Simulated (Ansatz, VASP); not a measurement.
Os: VASP beside Ansatz

Contents of INCAR:

```
PREC     = Accurate       # precision mode
ENCUT    = 560            # plane-wave cutoff, eV
EDIFF    = 1E-6           # SCF threshold, eV
ISMEAR   = -1             # smearing method
SIGMA    = 1.0            # smearing width, eV
LREAL    = False          # projectors in reciprocal space
LASPH    = True           # aspherical terms in the spheres
NELM     = 120            # most SCF steps
ALGO     = Normal         # electronic algorithm
ISIF     = 2              # what is computed and relaxed
LWAVE    = False          # write WAVECAR
LCHARG   = False          # write CHGCAR
GGA      = CA             # functional
NBANDS   = 23             # bands
GGA_COMPAT= False
```

KPOINTS

```
Automatic mesh
0
Gamma
  13 13 8
```

The input POSCAR:

```
Os
1.0
    2.7175247593      0.0000000000      0.0000000000
   -1.3587623796      2.3534454770      0.0000000000
    0.0000000000      0.0000000000      4.2844606214
Os
2
Direct
    0.3333333333      0.6666666667      0.2500000000
    0.6666666667      0.3333333333      0.7500000000
```

Input for Ansatz:

```yaml
crystal:
  lattice:
    - [2.7175247593, 0.0, 0.0]
    - [-1.3587623796, 2.353445477, 0.0]
    - [0.0, 0.0, 4.2844606214]
  atoms:
    - { symbol: Os, position: [0.3333333333, 0.6666666667, 0.25] }
    - { symbol: Os, position: [0.6666666667, 0.3333333333, 0.75] }
hamiltonian:
  xc: lda
  pseudopotentials:
    kind: paw
    azcp:
      Os: "pseudopotentials/Os.paw.azcp"
basis:
  ecutwfc: 420
  fft_grid_basis: typed
kpoints:
  mp_grid: { grid: [13, 13, 8], shift: [0, 0, 0] }
magnetization:
  spin_polarized: false
scf:
  occupations: { method: fermi_dirac, width: 1.0 }
  lower_state_search: "off"
output:
  stress: true
```

Alike in both runs: task single point; functional LDA; k mesh 13 × 13 × 8; occupations fermi-dirac, width 1 eV; no spin polarisation.

|  | VASP | Ansatz |
| --- | --- | --- |
| version | VASP 6.6.1 | Ansatz 0.2.0 |
| potentials or method | VASP PAW LDA potentials, release 64 (Os_sv_GW), cutoff 560 eV | plane waves (420 eV) with PAW, scalar-relativistic |
| valence electrons in the cell | 32 | 32 |

```tsv
	VASP	Ansatz	Ansatz less VASP
pressure (GPa)	24.7	24.2	-0.49
traceless stress, the component that is largest in VASP (GPa)	5.89	5.78	-0.110
```

Ansatz warns that its potentials were made for another functional, while VASP's fit it. LDA's correlation is that of Perdew and Zunger in VASP and of Perdew and Wang (1992) in Ansatz.

Neither program's run includes spin-orbit coupling.
